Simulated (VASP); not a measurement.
# Pb (P6_3/mmc) in VASP: a series of runs

The runs below take Pb through relaxation of cell and atoms, single point, with LDA.

Everything below comes from runs of VASP 6.6.1. Logs are shortened: lines on timing, memory, paths and dates and some standing lists are left out, and cuts for length are marked.

**1. The cell of the first run**

It takes space group P6_3/mmc (No. 194, hexagonal). Conventional cell: a = 3.419 Å, b = 3.419 Å, c = 5.711 Å, α = 90.00°, β = 90.00°, γ = 120.00°. Pb (site symmetry -6m2) has 12 Pb at 3.42 to 3.47 Å within 4.5 Å.

This isn't the form of Pb at room conditions, which is fcc.

**2. Relaxation of cell and atoms, LDA, target pressure 2 GPa, at which the enthalpy is minimised**

INCAR reads:

```
SYSTEM = Pb
PREC = Accurate ; ENCUT = 600
EDIFF = 1E-7 ; ISMEAR = -1
SIGMA = 0.08 ; LREAL = .False.
LASPH = .True. ; NELM = 80
ALGO = Normal ; ISIF = 3
LWAVE = .False. ; LCHARG = .False.
IBRION = 2 ; NSW = 100
EDIFFG = -0.002 ; PSTRESS = 20.0
```

KPOINTS reads:

```
Automatic mesh
0
Gamma
  16 16 10
  0 0 0
```

POSCAR reads:

```
Pb
1.0
    3.4190659614      0.0000000000      0.0000000000
   -1.7095329807      2.9609979798      0.0000000000
    0.0000000000      0.0000000000      5.7111877102
Pb
2
Direct
    0.3333333333      0.6666666667      0.2500000000
    0.6666666667      0.3333333333      0.7500000000
```

Potentials or basis: VASP PAW LDA potentials, release 64 (Pb_d).

On the command line:

```bash
cat potpaw_LDA.64/Pb_d/POTCAR > POTCAR
mpirun -np 1 vasp_std > vasp.out
```

OUTCAR:

```text
SYSTEM = Pb
   PREC = Accurate
   ENCUT = 600
   EDIFF = 1E-7
   ISMEAR = -1
   LREAL = .False.
   LASPH = .True.
   NELM = 80
   ISIF = 3
   IBRION = 2
   NSW = 100
   EDIFFG = -0.002
   PSTRESS = 20.0

 ion  position               nearest neighbor table
   1  0.333  0.667  0.250-   2 3.47   2 3.47   2 3.47   2 3.47   2 3.47   2 3.47
   2  0.667  0.333  0.750-   1 3.47   1 3.47   1 3.47   1 3.47   1 3.47   1 3.47

  LATTYP: Found a hexagonal cell.
 ALAT       =     3.4190659614
 C/A-ratio  =     1.6703941295

  Lattice vectors:

 A1 = (   3.4190659614,   0.0000000000,   0.0000000000)
 A2 = (  -1.7095329807,   2.9609979798,   0.0000000000)
 A3 = (   0.0000000000,   0.0000000000,   5.7111877102)

Analysis of symmetry for initial positions (statically):
=====================================================================
 Subroutine PRICEL returns:
 Original cell was already a primitive cell.

 Routine SETGRP: Setting up the symmetry group for a
 hexagonal supercell.

 Subroutine GETGRP returns: Found 24 space group operations
 (whereof 12 operations were pure point group operations)
 out of a pool of 24 trial point group operations.

The static configuration has the point symmetry D_3d.
 The point group associated with its full space group is D_6h.

Analysis of symmetry for dynamics (positions and initial velocities):
=====================================================================
 Subroutine PRICEL returns:
 Original cell was already a primitive cell.

 Routine SETGRP: Setting up the symmetry group for a
 hexagonal supercell.

 Subroutine GETGRP returns: Found 24 space group operations
 (whereof 12 operations were pure point group operations)
 out of a pool of 24 trial point group operations.

The dynamic configuration has the point symmetry D_3d.
 The point group associated with its full space group is D_6h.

 Subroutine INISYM returns: Found 24 space group operations
 (whereof 12 operations are pure point group operations),
 and found     1 'primitive' translations

----------------------------------------------------------------------------------------

                                     Primitive cell

  volume of cell :      57.8192

  direct lattice vectors                    reciprocal lattice vectors
     3.419065961  0.000000000  0.000000000     0.292477540  0.168861986  0.000000000
    -1.709532981  2.960997980  0.000000000     0.000000000  0.337723972  0.000000000
     0.000000000  0.000000000  5.711187710     0.000000000  0.000000000  0.175094928

[... 86 lines left out ...]
   NSW    =    100    number of steps for IOM
   IBRION =      2    ionic relax: 0-MD 1-quasi-New 2-CG
   NFREE  =      1    steps in history (QN), initial steepest desc. (CG)
   ISIF   =      3    stress and relaxation
   ISYM   =      2    0-nonsym 1-usesym 2-fastsym
   POTIM  = 0.5000    time-step for ionic-motion
   TEBEG  =    0.0;   TEEND  =   0.0 temperature during run
   PSTRESS=   20.0 pullay stress
   NELECT =      28.0000    total number of electrons
   NUPDOWN=      -1.0000    fix difference up-down
   EMIN   =  10.00;   EMAX   =-10.00  energy-range for DOS
   EFERMI =   0.00;   METHOD = LEGACY
   ISMEAR =    -1;   SIGMA  =   0.08  broadening in eV -4-tet -1-fermi 0-gaus
   EFERMI_NEDOS =   21; number of points for ismear=-14 and -15
   IALGO  =     38    algorithm
   IMIX   =      4    mixing-type and parameters
     AMIX     =   0.40;   BMIX     =  1.00
     AMIX_MAG =   1.60;   BMIX_MAG =  1.00
  volume/ion in A,a.u.               =      28.91       195.09
  Fermi-wavevector in a.u.,A,eV,Ry     =   1.285593  2.429419 22.487020  1.652749
  Thomas-Fermi vector in A             =   2.417718
   LORBIT       =      0    0 simple, 1 ext, 2 COOP (PROOUT), +10 PAW based schemes
   GGA     = CA    functional components
   LHFCALC =     F    Hartree Fock is set to
   AEXX    =    0.0000 exact exchange contribution
   IVDW    =     0    specifies the selected vdW correction
   LEPSILON=     F    determine dielectric tensor
   LRPA    =     F    only Hartree local field effects (RPA)
 conjugate gradient relaxation of ions
 non-spin polarized calculation
  energy-cutoff  :      600.00
  volume of cell :       57.82
 maximum number of plane-waves:      1953
 NGX is ok and might be reduce to    28
   NGX = 13   NGY = 13   NGZ = 23

--------------------------------------- Ionic step        1  -------------------------------------------

 number of electron      28.0000004 magnetization

 Free energy of the ion-electron system (eV)
  ---------------------------------------------------
  ext. energy  EPLUGINS =         0.00000000
  ---------------------------------------------------
  free energy    TOTEN  =        -8.49868895 eV

  energy without entropy =       -8.47683905  energy(sigma->0) =       -8.48776400

------------------------ aborting loop because EDIFF is reached ----------------------------------------

  FORCE on cell =-STRESS in cart. coord.  units (eV):
  Direction    XX          YY          ZZ          XY          YZ          ZX
  --------------------------------------------------------------------------------------
  -------------------------------------------------------------------------------------
  Total        0.0391842      0.0391842      0.0521731     -0.0000000      0.0000000      0.0000000
  in kB        1.0857995      1.0857995      1.4457228     -0.0000000      0.0000000      0.0000000
  external PRESSURE =     -18.7942261 kB  Pullay stress =      20.0000000 kB
[... 63 lines left out ...]
--------------------------------------- Ionic step        3  -------------------------------------------

 number of electron      27.9999998 magnetization

 Free energy of the ion-electron system (eV)
  ---------------------------------------------------
  ext. energy  EPLUGINS =         0.00000000
  ---------------------------------------------------
  free energy    TOTEN  =        -8.48671847 eV

  energy without entropy =       -8.46607938  energy(sigma->0) =       -8.47639892

 E-fermi :   7.9125     XC(G=0): -10.8463

 val. band max:        7.9057559418   @ k =   0.3750   0.1875   0.0000
 cond. band min:       7.9304007338   @ k =   0.2500  -0.0000   0.0000
 fundamental gap:      0.0246447921
 Fermi energy:         7.9124873997

 k-point     1 :       0.0000    0.0000    0.0000
  band No.  band energies     occupation
      1      -9.1952      2.00000
      2      -9.1553      2.00000
      3      -9.1212      2.00000
      4      -9.1212      2.00000
      5      -9.0956      2.00000
      6      -9.0956      2.00000
[... 481 lines left out ...]
      5      -9.0130      2.00000
      6      -8.9647      2.00000
[... 10 lines left out ...]
     17      11.4314      0.00000
     18      11.8521      0.00000

 [... further k-points ...]
[... 5 lines left out ...]
  --------------------------------------------------------------------------------------
  -------------------------------------------------------------------------------------
  Total        0.6982993      0.6982993      0.6986663      0.0000000      0.0000000      0.0000000
  in kB       19.9921652     19.9921652     20.0026720      0.0000000      0.0000000      0.0000000
  external PRESSURE =      -0.0043325 kB  Pullay stress =      20.0000000 kB
[... 21 lines left out ...]
  energy  without entropy=       -8.4660793819  energy(sigma->0) =       -8.47639892

  enthalpy is  TOTEN    =        -7.7881454862 eV   P V=        0.6985729817

 reached required accuracy - stopping structural energy minimisation
```

OSZICAR:

```text
N       E                     dE             d eps       ncg     rms          rms(c)
DAV:   1     0.292360848517E+03    0.29236E+03   -0.15912E+04  6480   0.213E+03
DAV:   2     0.109357159430E+02   -0.28143E+03   -0.27794E+03  6484   0.455E+02
DAV:   3    -0.797537273223E+01   -0.18911E+02   -0.18644E+02  8040   0.149E+02
[... 23 lines left out ...]
DAV:   4    -0.848669579276E+01    0.20713E-04   -0.98552E-04  6650   0.362E-01    0.248E-02
DAV:   5    -0.848672337192E+01   -0.27579E-04   -0.28860E-04  7586   0.169E-01    0.181E-02
DAV:   6    -0.848671859508E+01    0.47768E-05   -0.25034E-05  8222   0.910E-02    0.179E-03
DAV:   7    -0.848671847287E+01    0.12221E-06   -0.78106E-07  6160   0.918E-03    0.519E-04
DAV:   8    -0.848671846795E+01    0.49217E-08   -0.69934E-08  3396   0.402E-03
   3 F= -.77881455E+01 E0= -.77778259E+01  d E =-.112143E-01
```

It took 13 min on 1 thread of Intel Xeon 8259CL, shared host; peak memory 0.31 GiB.

Results:

| Property | Result |
| --- | --- |
| Free energy | -8.4867 eV |
| Relaxed volume | 27.98 Å³/atom |
| Relaxed cell | a = 3.382 Å, b = 3.382 Å, c = 5.650 Å, α = 90.00°, β = 90.00°, γ = 120.00° |
| Space group after relaxing (to 0.1 Å) | P6_3/mmc (No. 194) |
| Energy change on relaxing (the run minimises the enthalpy) | +6.0 meV/atom |
| Ionic steps | 3 |
| Pressure after relaxing | 2.0 GPa |
| Band gap on the k mesh | zero (bands 14 and 15 overlap by 8.13 eV) |

Step by step:
| step | energy change (eV) | largest force (eV/Å) | pressure (GPa) | volume (Å³) |
| --- | --- | --- | --- | --- |
| 1 | 0.0000 | 0.0000 | 0.12 | 57.82 |
| 2 | 0.0267 | 0.0000 | 3.09 | 55.03 |
| 3 | 0.0120 | 0.0000 | 2.00 | 55.96 |

Final structure:
```
CELL_PARAMETERS angstrom
3.38182 0.00000 0.00000
-1.69091 2.92874 0.00000
0.00000 0.00000 5.65016
ATOMIC_POSITIONS crystal
Pb 0.33333 0.66667 0.25000
Pb 0.66667 0.33333 0.75000
```

Caveat: the cell is relaxed towards a set pressure, so the run minimises the enthalpy, not the energy; spin-orbit coupling is left out, which moves the levels of the heavy elements. Zero-point motion and thermal expansion aren't in these numbers.

**3. Single point, LDA**

This run uses another cell than the first one, of 24.06 Å³/atom.

INCAR reads:

```
PREC = Accurate ; ENCUT = 520
EDIFF = 1E-7 ; ISMEAR = -1
SIGMA = 0.08 ; LREAL = False
LASPH = True ; NELM = 60
ALGO = Normal ; ISIF = 2
LWAVE = False ; LCHARG = False
GGA = CA ; NBANDS = 21
```

KPOINTS reads:

```
regular mesh
0
Gamma
  16 16 10
```

POSCAR reads:

```
Pb
1.0
    3.2186413936      0.0000000000      0.0000000000
   -1.6093206968      2.7874252126      0.0000000000
    0.0000000000      0.0000000000      5.3646320870
Pb
2
Direct
    0.3333333333      0.6666666667      0.2500000000
    0.6666666667      0.3333333333      0.7500000000
```

Potentials or basis: VASP PAW LDA potentials, release 64 (Pb_d).

On the command line:

```bash
cat potpaw_LDA.64/Pb_d/POTCAR > POTCAR
mpirun -np 1 vasp_std > vasp.out
```

Run time: 2.5 min. Hardware: 1 thread of Intel Xeon 8259CL, shared host; peak memory 0.25 GiB.

Results (log left out):

```yaml
Free_energy: -8.1072 eV
Pressure: 15.2 GPa
Band_gap_on_the_k_mesh: zero (bands 14 and 15 overlap by 9.46 eV)
```

Levels at points of the mesh, in eV from the Fermi level:
```tsv
k point	band 12	band 13	band 14	band 15	band 16	band 17
(0.00, 0.00, 0.00)	-8.62	-5.54	7.19	7.19	8.79	9.46
(0.50, 0.00, 0.00)	-7.42	-3.28	-2.05	-0.81	1.89	2.43
(0.00, 0.00, 0.50)	-12.09	0.85	0.85	8.22	8.22	8.22
(0.50, 0.00, 0.50)	-7.57	-4.80	-4.80	4.16	4.16	4.23
```

Caveat: the cell stands under pressure; spin-orbit coupling is left out, which moves the levels of the heavy elements.

**4. Single point, LDA**

This run uses another cell than the first one, of 25.21 Å³/atom.

INCAR reads:

```
SYSTEM = Pb
  ALGO = Normal
  EDIFF = 1E-7
  ENCUT = 520
  ISIF = 2
  ISMEAR = -1
  LASPH = .True.
  LCHARG = .False.
  LREAL = .False.
  LWAVE = .False.
  NBANDS = 21
  NELM = 60
  PREC = Accurate
  SIGMA = 0.08
```

KPOINTS reads:

```
k-points
0
Gamma
  16 16 10
  0 0 0
```

POSCAR reads:

```
Pb
1.0
    3.2675873389      0.0000000000      0.0000000000
   -1.6337936694      2.8298136445      0.0000000000
    0.0000000000      0.0000000000      5.4520438512
Pb
2
Direct
    0.3333333333      0.6666666667      0.2500000000
    0.6666666667      0.3333333333      0.7500000000
```

On the command line:

```bash
cat potpaw_LDA.64/Pb_d/POTCAR > POTCAR
mpirun -np 1 vasp_std > vasp.out
```

Run time: 2.6 min. Hardware: 1 thread of Intel Xeon 8259CL, shared host; peak memory 0.26 GiB.

The run converged. Its results:

```
Free energy            : -8.2878 eV
Pressure               : 10.1 GPa
Band gap on the k mesh : zero (bands 14 and 15 overlap by 9.05 eV)
```

Levels at points of the mesh, in eV from the Fermi level:
```
           k point  band 10  band 11  band 12  band 13  band 14  band 15  band 16  band 17  band 18  band 19
(0.00, 0.00, 0.00)   -16.77   -13.17    -8.56    -5.24     6.92     6.92     8.46     9.06     9.06     9.55
(0.50, 0.00, 0.00)   -16.71    -8.57    -7.30    -3.25    -1.96    -0.73     1.87     2.41     6.59     7.08
(0.00, 0.00, 0.50)   -16.87   -11.74   -11.74     0.77     0.77     7.90     7.90     7.90     7.90     9.72
(0.50, 0.00, 0.50)   -16.72    -7.54    -7.54    -4.54    -4.54     4.04     4.04     4.05     4.05     7.57
```

Caveat: the cell stands under pressure; spin-orbit coupling is left out, which moves the levels of the heavy elements.

**5. Single point, LDA**

This run uses another cell than the first one, of 26.05 Å³/atom.

INCAR reads:

```
PREC     = Accurate       # precision mode
ENCUT    = 520            # plane-wave cutoff, eV
EDIFF    = 1E-6           # SCF threshold, eV
ISMEAR   = -1             # smearing method
SIGMA    = 0.08           # smearing width, eV
LREAL    = F              # projectors in reciprocal space
LASPH    = T              # aspherical terms in the spheres
NELM     = 80             # most SCF steps
ALGO     = Normal         # electronic algorithm
ISIF     = 2              # what is computed and relaxed
LWAVE    = F              # write WAVECAR
LCHARG   = F              # write CHGCAR
GGA      = CA             # functional
NBANDS   = 21             # bands
```

KPOINTS reads:

```
Automatic mesh
0
Gamma
  16 16 10
```

POSCAR reads:

```
Pb
1.0
    3.3032094923      0.0000000000      0.0000000000
   -1.6516047461      2.8606633343      0.0000000000
    0.0000000000      0.0000000000      5.5134346349
Pb
2
Direct
    0.3333333333      0.6666666667      0.2500000000
    0.6666666667      0.3333333333      0.7500000000
```

Potentials or basis: VASP PAW LDA potentials, release 64 (Pb_d).

On the command line:

```bash
cat potpaw_LDA.64/Pb_d/POTCAR > POTCAR
mpirun -np 1 vasp_std > vasp.out
```

OUTCAR:

```text
PREC = Accurate
   ENCUT = 520
   EDIFF = 1E-6
   ISMEAR = -1
   LREAL = F
   LASPH = T
   NELM = 80
   ISIF = 2
   GGA = CA

 ion  position               nearest neighbor table
   1  0.333  0.667  0.250-   2 3.35   2 3.35   2 3.35   2 3.35   2 3.35   2 3.35
   2  0.667  0.333  0.750-   1 3.35   1 3.35   1 3.35   1 3.35   1 3.35   1 3.35

  LATTYP: Found a hexagonal cell.
 ALAT       =     3.3032094923
 C/A-ratio  =     1.6691144318

  Lattice vectors:

 A1 = (   3.3032094923,   0.0000000000,   0.0000000000)
 A2 = (  -1.6516047461,   2.8606633343,   0.0000000000)
 A3 = (   0.0000000000,   0.0000000000,   5.5134346349)

Analysis of symmetry for initial positions (statically):
=====================================================================
 Subroutine PRICEL returns:
 Original cell was already a primitive cell.

 Routine SETGRP: Setting up the symmetry group for a
 hexagonal supercell.

 Subroutine GETGRP returns: Found 24 space group operations
 (whereof 12 operations were pure point group operations)
 out of a pool of 24 trial point group operations.

The static configuration has the point symmetry D_3d.
[... 153 lines left out ...]
 number of electron      28.0000000 magnetization

 Free energy of the ion-electron system (eV)
  ---------------------------------------------------
  ext. energy  EPLUGINS =         0.00000000
  ---------------------------------------------------
  free energy    TOTEN  =        -8.37916488 eV

  energy without entropy =       -8.36103861  energy(sigma->0) =       -8.37010174

 E-fermi :   8.8323     XC(G=0): -11.2038

 val. band max:        8.8006819920   @ k =   0.2500   0.2500   0.5000
 cond. band min:       8.8488153410   @ k =   0.2500  -0.0000   0.0000
 fundamental gap:      0.0481333490
 Fermi energy:         8.8323215351

 k-point     1 :       0.0000    0.0000    0.0000
  band No.  band energies     occupation
      1      -8.4110      2.00000
      2      -8.3420      2.00000
      3      -8.3015      2.00000
      4      -8.3015      2.00000
      5      -8.2689      2.00000
      6      -8.2689      2.00000
[... 565 lines left out ...]
     20      19.9339      0.00000
     21      21.3267      0.00000

 [... further k-points ...]
[... 5 lines left out ...]
  --------------------------------------------------------------------------------------
  -------------------------------------------------------------------------------------
  Total        2.3156964      2.3156964      2.3152026      0.0000000     -0.0000000     -0.0000000
  in kB       71.2142823     71.2142823     71.1990972      0.0000000     -0.0000000     -0.0000000
  external PRESSURE =      71.2092206 kB  Pullay stress =       0.0000000 kB

 VOLUME and BASIS-vectors are now :
 -----------------------------------------------------------------------------
  energy-cutoff  :      520.00
  volume of cell :       52.10
      direct lattice vectors                 reciprocal lattice vectors
     3.303209492  0.000000000  0.000000000     0.302735870  0.174784636  0.000000000
    -1.651604746  2.860663334  0.000000000     0.000000000  0.349569272  0.000000000
     0.000000000  0.000000000  5.513434635     0.000000000  0.000000000  0.181375144

 POSITION                                       TOTAL-FORCE (eV/Angst)
 -----------------------------------------------------------------------------------
     -0.00000      1.90711      1.37836        -0.000000     -0.000000      0.000000
      1.65160      0.95355      4.13508         0.000000      0.000000      0.000000
 -----------------------------------------------------------------------------------
    total drift:                               -0.000000      0.000000     -0.000000

  FREE ENERGIE OF THE ION-ELECTRON SYSTEM (eV)
  ---------------------------------------------------
  free  energy   TOTEN  =        -8.3791648773 eV

  energy  without entropy=       -8.3610386092  energy(sigma->0) =       -8.37010174
```

OSZICAR:

```text
N       E                     dE             d eps       ncg     rms          rms(c)
DAV:   1     0.296691029407E+03    0.29669E+03   -0.14452E+04  7578   0.171E+03
DAV:   2     0.124578527824E+02   -0.28423E+03   -0.27745E+03  7620   0.416E+02
DAV:   3    -0.779402657476E+01   -0.20252E+02   -0.20021E+02  9124   0.138E+02
DAV:   4    -0.839584550180E+01   -0.60182E+00   -0.60153E+00  9138   0.260E+01
DAV:   5    -0.842434284340E+01   -0.28497E-01   -0.28497E-01 10427   0.523E+00    0.105E+00
DAV:   6    -0.839023217505E+01    0.34111E-01   -0.52096E-02 10499   0.332E+00    0.484E-01
DAV:   7    -0.838005420563E+01    0.10178E-01   -0.18042E-02 10528   0.188E+00    0.121E-01
DAV:   8    -0.837916357092E+01    0.89063E-03   -0.10391E-03 10294   0.441E-01    0.926E-03
DAV:   9    -0.837916438119E+01   -0.81027E-06   -0.19759E-05 11412   0.522E-02    0.528E-03
DAV:  10    -0.837916487730E+01   -0.49611E-06   -0.72938E-07  5835   0.735E-03
   1 F= -.83791649E+01 E0= -.83701017E+01  d E =-.181263E-01
```

Run time: 3.8 min. Hardware: 1 thread of Intel Xeon 8259CL, shared host; peak memory 0.27 GiB.

Results:

```
Free energy            : -8.3792 eV
Pressure               : 7.1 GPa
Band gap on the k mesh : zero (bands 14 and 15 overlap by 8.75 eV)
```

Caveat: the cell stands under pressure; spin-orbit coupling is left out, which moves the levels of the heavy elements.

**6. Summary**

```tsv
task	cell	cutoff (eV)	gap on the mesh (eV)	pressure (GPa)
relaxation of cell and atoms	relaxed to 2 GPa from a = 3.419, b = 3.419, c = 5.711 Å, angles 90.0, 90.0, 120.0°, 2 atoms	600	none	2.0
single point	a = 3.219, b = 3.219, c = 5.365 Å, angles 90.0, 90.0, 120.0°, 2 atoms	520	none	15.2
single point	a = 3.268, b = 3.268, c = 5.452 Å, angles 90.0, 90.0, 120.0°, 2 atoms	520	none	10.1
single point	a = 3.303, b = 3.303, c = 5.513 Å, angles 90.0, 90.0, 120.0°, 2 atoms	520	none	7.1
```

Alike in all rows: level LDA; potentials or basis VASP PAW LDA potentials, release 64 (Pb_d); no spin polarisation; k mesh 16 × 16 × 10; smearing fermi-dirac 0.08 eV.

Caveats: spin-orbit coupling is left out, which moves the levels of the heavy elements; the cell stands under pressure (at least some runs); the cell is relaxed towards a set pressure, so the run minimises the enthalpy, not the energy (at least some runs).

Total energies depend on the potentials used, so only differences within one code and one set of settings carry meaning.

The gap in the log of VASP goes by the Fermi energy; the results here count the filled bands.